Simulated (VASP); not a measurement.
Sc:

```
Sc
1.0
     3.30900    0.00000    0.00000
    -1.65450    2.86568    0.00000
     0.00000    0.00000    5.27330
Sc
2
Direct
  0.33333 0.66667 0.25000
  0.66667 0.33333 0.75000
```

- Program: VASP 6.6.1
- Task: relaxation of cell and atoms
- Functional: LDA
- Potentials or basis: VASP PAW LDA potentials, release 64 (Sc_sv)
- Cutoff: 600 eV
- k mesh: 7 × 7 × 4
- Occupations: fermi-dirac, width 0.02 eV
- Spin: no spin polarisation

At the start: pressure -5.4 GPa; volume 25.00 Å³/atom.

Problem. How do energy, volume and symmetry change on relaxing?

Solution. Over 7 steps the energy falls by 48.3 meV/atom and the volume is 22.56 Å³/atom (-9.8 %); space group P6_3/mmc (No. 194, to 0.1 Å) before and after.

The path:
```
step  energy change (eV)  largest force (eV/Å)  pressure (GPa)  volume (Å³)
   1              0.0000                0.0000           -5.42        50.00
   2             -0.0907                0.0000            1.52        44.12
   3             -0.0947                0.0000            0.17        45.04
   4             -0.0947                0.0000            0.04        45.14
   5             -0.0963                0.0000           -0.07        45.20
   6             -0.0965                0.0000           -0.11        45.22
   7             -0.0965                0.0000            0.04        45.12
```

Final structure:
```cif
data_structure
_symmetry_space_group_name_H-M 'P 1'
_symmetry_Int_Tables_number 1
_cell_length_a 3.2298
_cell_length_b 3.2298
_cell_length_c 4.9941
_cell_angle_alpha 90.000
_cell_angle_beta 90.000
_cell_angle_gamma 120.000
_cell_volume 45.12
loop_
_atom_site_label
_atom_site_type_symbol
_atom_site_fract_x
_atom_site_fract_y
_atom_site_fract_z
_atom_site_occupancy
Sc1 Sc 0.33333 0.66667 0.25000 1
Sc2 Sc 0.66667 0.33333 0.75000 1
```
